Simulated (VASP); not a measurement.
# S (Fd-3m) in VASP: further runs

The runs below take S through single point, relaxation of cell and atoms, with r2SCAN.

Everything below comes from runs of VASP 6.6.1. Logs are shortened: lines on timing, memory, paths and dates and some standing lists are left out, and cuts for length are marked.

### 1 The cell of the first run

It takes space group Fd-3m (No. 227, cubic). Conventional cell: a = 4.968 Å, b = 4.968 Å, c = 4.968 Å, α = 90.00°, β = 90.00°, γ = 90.00°. S (site symmetry -43m) has 4 S at 2.15 Å within 2.8 Å.

This isn't the form of S at room conditions, which is orthorhombic, of S8 rings.

### 2 Single point, r2SCAN

Contents of POSCAR:

```
S
1.0
    0.0000000000      2.4838835773      2.4838835773
    2.4838835773      0.0000000000      2.4838835773
    2.4838835773      2.4838835773      0.0000000000
S
2
Direct
    0.0000000000      0.0000000000      0.0000000000
    0.2500000000      0.2500000000      0.2500000000
```

Contents of INCAR.step1:

```
PREC = Accurate
ENCUT = 550
ISMEAR = 1
SIGMA = 0.05
LREAL = F
LASPH = T
NELM = 120
NBANDS = 13
GGA = PE
ALGO = Normal
EDIFF = 1E-5
LWAVE = T
LCHARG = F
GGA_COMPAT = F
```

Contents of INCAR.step2:

```
PREC = Accurate
ENCUT = 550
EDIFF = 1E-6
ISMEAR = 1
SIGMA = 0.05
LREAL = F
LASPH = T
NELM = 120
ALGO = Normal
ISIF = 2
LWAVE = F
LCHARG = T
METAGGA = R2SCAN
LMIXTAU = T
LELF = T
LVHAR = T
NBANDS = 13
ISTART = 1
GGA_COMPAT = F
```

Contents of KPOINTS:

```
regular mesh
0
Gamma
  5 5 5
```

Potentials or basis: VASP PAW PBE potentials, release 64 (S).

The run is started by

```sh
$ cat potpaw_PBE.64/S/POTCAR > POTCAR
$ cp INCAR.step1 INCAR
$ mpirun -np 1 vasp_std > vasp.out
$ cp INCAR.step2 INCAR
$ mpirun -np 1 vasp_std > vasp.out
```

OUTCAR:

```text
PREC = Accurate
   ENCUT = 550
   EDIFF = 1E-6
   ISMEAR = 1
   LREAL = F
   LASPH = T
   NELM = 120
   ISIF = 2
   METAGGA = R2SCAN
   ISTART = 1

 ion  position               nearest neighbor table
   1  0.000  0.000  0.000-   2 2.15   2 2.15   2 2.15   2 2.15
   2  0.250  0.250  0.250-   1 2.15   1 2.15   1 2.15   1 2.15

  LATTYP: Found a face centered cubic cell.
 ALAT       =     4.9677671546

  Lattice vectors:

 A1 = (   0.0000000000,   2.4838835773,   2.4838835773)
 A2 = (   2.4838835773,   0.0000000000,   2.4838835773)
 A3 = (   2.4838835773,   2.4838835773,   0.0000000000)

Analysis of symmetry for initial positions (statically):
=====================================================================
 Subroutine PRICEL returns:
 Original cell was already a primitive cell.

 Routine SETGRP: Setting up the symmetry group for a
 face centered cubic supercell.

 Subroutine GETGRP returns: Found 48 space group operations
 (whereof 24 operations were pure point group operations)
 out of a pool of 48 trial point group operations.

The static configuration has the point symmetry T_d .
 The point group associated with its full space group is O_h .

Analysis of symmetry for dynamics (positions and initial velocities):
=====================================================================
 Subroutine PRICEL returns:
 Original cell was already a primitive cell.

 Routine SETGRP: Setting up the symmetry group for a
 face centered cubic supercell.

 Subroutine GETGRP returns: Found 48 space group operations
 (whereof 24 operations were pure point group operations)
 out of a pool of 48 trial point group operations.

The dynamic configuration has the point symmetry T_d .
 The point group associated with its full space group is O_h .

 Subroutine INISYM returns: Found 48 space group operations
 (whereof 24 operations are pure point group operations),
 and found     1 'primitive' translations

----------------------------------------------------------------------------------------

                                     Primitive cell

  volume of cell :      30.6495

  direct lattice vectors                    reciprocal lattice vectors
     0.000000000  2.483883577  2.483883577    -0.201297679  0.201297679  0.201297679
     2.483883577  0.000000000  2.483883577     0.201297679 -0.201297679  0.201297679
     2.483883577  2.483883577  0.000000000     0.201297679  0.201297679 -0.201297679

  length of vectors
     3.512741842  3.512741842  3.512741842     0.348657808  0.348657808  0.348657808

  position of ions in fractional coordinates (direct lattice)
     0.000000000  0.000000000  0.000000000
     0.250000000  0.250000000  0.250000000

  ion indices of the primitive-cell ions
   primitive index   ion index
                 1           1
                 2           2

----------------------------------------------------------------------------------------

 KPOINTS: regular mesh

Automatic generation of k-mesh.
 Grid dimensions read from file:
 generate k-points for:    5    5    5

 Generating k-lattice:

  Cartesian coordinates                     Fractional coordinates (reciprocal lattice)
    -0.040259536  0.040259536  0.040259536     0.200000000  0.000000000  0.000000000
     0.040259536 -0.040259536  0.040259536     0.000000000  0.200000000  0.000000000
     0.040259536  0.040259536 -0.040259536     0.000000000  0.000000000  0.200000000

  Length of vectors
     0.069731562  0.069731562  0.069731562

  Shift w.r.t. Gamma in fractional coordinates (k-lattice)
     0.000000000  0.000000000  0.000000000

 Subroutine IBZKPT returns following result:
 ===========================================

 Found     10 irreducible k-points:

 Following reciprocal coordinates:
            Coordinates               Weight
  0.000000  0.000000  0.000000      1.000000
  0.200000  0.000000  0.000000      8.000000
  0.400000  0.000000  0.000000      8.000000
  0.200000  0.200000  0.000000      6.000000
  0.400000  0.200000  0.000000     24.000000
 -0.400000  0.200000  0.000000     24.000000
 -0.200000  0.200000  0.000000     12.000000
  0.400000  0.400000  0.000000      6.000000
 -0.400000  0.400000  0.000000     12.000000
 -0.400000  0.400000  0.200000     24.000000
   k-points           NKPTS =     10   k-points in BZ     NKDIM =     10   number of bands    NBANDS=     13
   number of dos      NEDOS =    301   number of ions     NIONS =      2
   total plane-waves  NPLWV =  21952
   dimension x,y,z NGX =    28 NGY =   28 NGZ =   28
   dimension x,y,z NGXF=    56 NGYF=   56 NGZF=   56
   ions per type =               2
   NGX,Y,Z   is equivalent  to a cutoff of  13.25, 13.25, 13.25 a.u.
   NGXF,Y,Z  is equivalent  to a cutoff of  26.50, 26.50, 26.50 a.u.
 SYSTEM =  unknown system
   PREC   = accura    normal or accurate (medium, high low for compatibility)
   ISTART =      1    job   : 0-new  1-cont  2-samecut
   ICHARG =      0    charge: 1-file 2-atom 10-const
   ISPIN  =      1    spin polarized calculation?
   LNONCOLLINEAR =      F non collinear calculations
   LSORBIT =      F    spin-orbit coupling
   LASPH  =      T    aspherical Exc in radial PAW
   ENCUT  =  550.0 eV  40.42 Ry    6.36 a.u.   6.72  6.72  6.72*2*pi/ulx,y,z
   NELM   =    120;   NELMIN=  2; NELMDL=  0     # of ELM steps
   EDIFF  = 0.1E-05   stopping-criterion for ELM
   LREAL  =      F    real-space projection
   EDIFFG = 0.1E-04   stopping-criterion for IOM
   NSW    =      0    number of steps for IOM
   IBRION =     -1    ionic relax: 0-MD 1-quasi-New 2-CG
   NFREE  =      0    steps in history (QN), initial steepest desc. (CG)
   ISIF   =      2    stress and relaxation
   ISYM   =      2    0-nonsym 1-usesym 2-fastsym
   POTIM  = 0.5000    time-step for ionic-motion
   TEBEG  =    0.0;   TEEND  =   0.0 temperature during run
   PSTRESS=    0.0 pullay stress
   NELECT =      12.0000    total number of electrons
   NUPDOWN=      -1.0000    fix difference up-down
   EMIN   =  10.00;   EMAX   =-10.00  energy-range for DOS
   EFERMI =   0.00;   METHOD = LEGACY
   ISMEAR =     1;   SIGMA  =   0.05  broadening in eV -4-tet -1-fermi 0-gaus
   EFERMI_NEDOS =   21; number of points for ismear=-14 and -15
   IALGO  =     38    algorithm
   IMIX   =      4    mixing-type and parameters
     AMIX     =   0.40;   BMIX     =  1.00
     AMIX_MAG =   1.60;   BMIX_MAG =  1.00
  volume/ion in A,a.u.               =      15.32       103.42
  Fermi-wavevector in a.u.,A,eV,Ry     =   1.197643  2.263217 19.515496  1.434349
  Thomas-Fermi vector in A             =   2.333552
   LORBIT       =      0    0 simple, 1 ext, 2 COOP (PROOUT), +10 PAW based schemes
   METAGGA = R2SCAN    functional components
   LHFCALC =     F    Hartree Fock is set to
   AEXX    =    0.0000 exact exchange contribution
   IVDW    =     0    specifies the selected vdW correction
   LEPSILON=     F    determine dielectric tensor
   LRPA    =     F    only Hartree local field effects (RPA)
 non-spin polarized calculation
 Methfessel and Paxton  Order N= 1 SIGMA  =   0.05
  energy-cutoff  :      550.00
  volume of cell :       30.65
 maximum number of plane-waves:       914
   NGX = 13   NGY = 13   NGZ = 13

 number of electron      12.0000002 magnetization

 Free energy of the ion-electron system (eV)
  ---------------------------------------------------
  ext. energy  EPLUGINS =         0.00000000
  ---------------------------------------------------
  free energy    TOTEN  =       -11.95734168 eV

  energy without entropy =      -11.95616693  energy(sigma->0) =      -11.95695010

 E-fermi :   8.9542     XC(G=0): -11.5134

 val. band max:        8.9537074693   @ k =  -0.2000   0.2000   0.0000
 cond. band min:       9.0459346649   @ k =   0.2000   0.0000   0.0000
 fundamental gap:      0.0922271957
 Fermi energy:         8.9542255435

 k-point     1 :       0.0000    0.0000    0.0000
  band No.  band energies     occupation
      1     -11.9655      2.00000
      2       2.5862      2.00000
      3       2.8721      2.00000
      4       2.8721      2.00000
      5       2.8721      2.00000
      6       7.0575      2.00000
      7       7.0575      2.00000
      8       7.0575      2.00000
      9      15.7302      0.00000
     10      16.0479      0.00000
     11      16.0479      0.00000
     12      20.5946      0.00000
     13      20.5946      0.00000

 k-point     2 :       0.2000    0.0000    0.0000
  band No.  band energies     occupation
      1     -11.4133      2.00000
      2      -1.4619      2.00000
      3       2.3176      2.00000
      4       2.3176      2.00000
      5       4.6321      2.00000
      6       7.9286      2.00000
      7       7.9286      2.00000
      8       9.0459     -0.02630
      9      15.3911      0.00000
     10      15.3911      0.00000
     11      17.1337      0.00000
     12      19.9626      0.00000
     13      23.0697      0.00000

 k-point     3 :       0.4000    0.0000    0.0000
  band No.  band energies     occupation
      1     -10.0616      2.00000
      2      -4.8917      2.00000
      3       1.6978      2.00000
      4       1.6978      2.00000
      5       4.2384      2.00000
      6       8.6911      2.00000
      7       8.6911      2.00000
      8      13.1199      0.00000
      9      16.9603      0.00000
     10      16.9603      0.00000
     11      17.1829      0.00000
     12      20.0900      0.00000
     13      21.3680      0.00000

 k-point     4 :       0.2000    0.2000    0.0000
  band No.  band energies     occupation
      1     -11.2169      2.00000
      2      -1.7307      2.00000
      3       1.5340      2.00000
      4       1.5340      2.00000
      5       6.2394      2.00000
      6       6.6096      2.00000
      7       9.3125     -0.00000
      8       9.3125     -0.00000
      9      13.7655      0.00000
     10      16.9930      0.00000
     11      18.0322      0.00000
     12      21.7699      0.00000
     13      21.7699      0.00000

 k-point     5 :       0.4000    0.2000    0.0000
  band No.  band energies     occupation
      1     -10.0320      2.00000
      2      -4.4559      2.00000
      3       0.3760      2.00000
      4       0.9681      2.00000
      5       6.2468      2.00000
      6       7.9173      2.00000
      7      10.4367      0.00000
      8      10.6940      0.00000
      9      15.5325      0.00000
     10      18.1504      0.00000
     11      18.4103      0.00000
     12      20.8668      0.00000
     13      22.1315      0.00000

 k-point     6 :      -0.4000    0.2000    0.0000
  band No.  band energies     occupation
      1      -9.2297      2.00000
      2      -5.7414      2.00000
      3      -0.3931      2.00000
      4       1.1828      2.00000
      5       6.1165      2.00000
      6       9.2678     -0.00000
      7      10.0096      0.00000
      8      12.5301      0.00000
      9      14.7363      0.00000
     10      16.3427      0.00000
     11      19.9039      0.00000
     12      20.9658      0.00000
     13      22.4880      0.00000

 k-point     7 :      -0.2000    0.2000    0.0000
  band No.  band energies     occupation
      1     -10.5424      2.00000
      2      -3.5423      2.00000
      3       0.2322      2.00000
      4       1.9870      2.00000
      5       6.0407      2.00000
      6       8.6529      2.00000
      7       8.9537      1.01754
      8      10.3566      0.00000
      9      14.4116      0.00000
     10      17.4330      0.00000
     11      17.7300      0.00000
     12      21.4845      0.00000
     13      22.6934      0.00000

 k-point     8 :       0.4000    0.4000    0.0000
  band No.  band energies     occupation
      1      -9.0608      2.00000
      2      -5.7706      2.00000
      3       0.2712      2.00000
      4       0.2712      2.00000
      5       5.6412      2.00000
      6       6.4869      2.00000
      7      12.9639      0.00000
      8      12.9639      0.00000
      9      15.7749      0.00000
     10      19.7649      0.00000
     11      19.8050      0.00000
     12      20.4298      0.00000
     13      20.4298      0.00000

 k-point     9 :      -0.4000    0.4000    0.0000
  band No.  band energies     occupation
      1      -7.9157      2.00000
      2      -7.0821      2.00000
      3      -0.7325      2.00000
      4       0.3712      2.00000
      5       6.0881      2.00000
      6       8.1753      2.00000
      7      12.6673      0.00000
      8      12.6815      0.00000
      9      14.8701      0.00000
     10      17.4907      0.00000
     11      19.3334      0.00000
     12      23.1727      0.00000
     13      23.2169      0.00000

 k-point    10 :      -0.4000    0.4000    0.2000
  band No.  band energies     occupation
      1      -8.6903      2.00000
      2      -6.1822      2.00000
      3      -0.6760      2.00000
      4       0.2056      2.00000
      5       7.9654      2.00000
      6       8.2872      2.00000
      7      10.1350      0.00000
      8      12.2076      0.00000
      9      15.1339      0.00000
     10      16.6498      0.00000
     11      20.0772      0.00000
     12      22.5980      0.00000
     13      23.0621      0.00000

------------------------ aborting loop because EDIFF is reached ----------------------------------------

  FORCE on cell =-STRESS in cart. coord.  units (eV):
  Direction    XX          YY          ZZ          XY          YZ          ZX
  --------------------------------------------------------------------------------------
  -------------------------------------------------------------------------------------
  Total        8.5119131      8.5119131      8.5119131      0.0000000     -0.0000000      0.0000000
  in kB      444.9529205    444.9529205    444.9529205      0.0000000     -0.0000000      0.0000000
  external PRESSURE =     444.9529205 kB  Pullay stress =       0.0000000 kB

 VOLUME and BASIS-vectors are now :
 -----------------------------------------------------------------------------
  energy-cutoff  :      550.00
  volume of cell :       30.65
      direct lattice vectors                 reciprocal lattice vectors
     0.000000000  2.483883577  2.483883577    -0.201297679  0.201297679  0.201297679
     2.483883577  0.000000000  2.483883577     0.201297679 -0.201297679  0.201297679
     2.483883577  2.483883577  0.000000000     0.201297679  0.201297679 -0.201297679

 POSITION                                       TOTAL-FORCE (eV/Angst)
 -----------------------------------------------------------------------------------
      0.00000      0.00000      0.00000         0.000000      0.000000      0.000000
      1.24194      1.24194      1.24194        -0.000000     -0.000000     -0.000000
 -----------------------------------------------------------------------------------
    total drift:                                0.000000      0.000000      0.000000

  FREE ENERGIE OF THE ION-ELECTRON SYSTEM (eV)
  ---------------------------------------------------
  free  energy   TOTEN  =       -11.9573416825 eV

  energy  without entropy=      -11.9561669254  energy(sigma->0) =      -11.95695010
```

Wall time 34 s (1 thread of Intel Xeon 8259CL, shared host); peak memory 0.15 GiB.

Results:

```yaml
Free_energy: -11.9573 eV
Pressure: 44.5 GPa
Band_gap_on_the_k_mesh: zero (bands 6 and 7 overlap by 2.21 eV)
```

Caveat: the k points lie up to 0.44 Å⁻¹ apart, too coarse for converged energies and pressures of a metal; the PAW data sets were made with another functional, which shifts forces and pressure a little.

(Part 1 of 2 ends here.)

The gap in the log of VASP goes by the Fermi energy; the results here count the filled bands.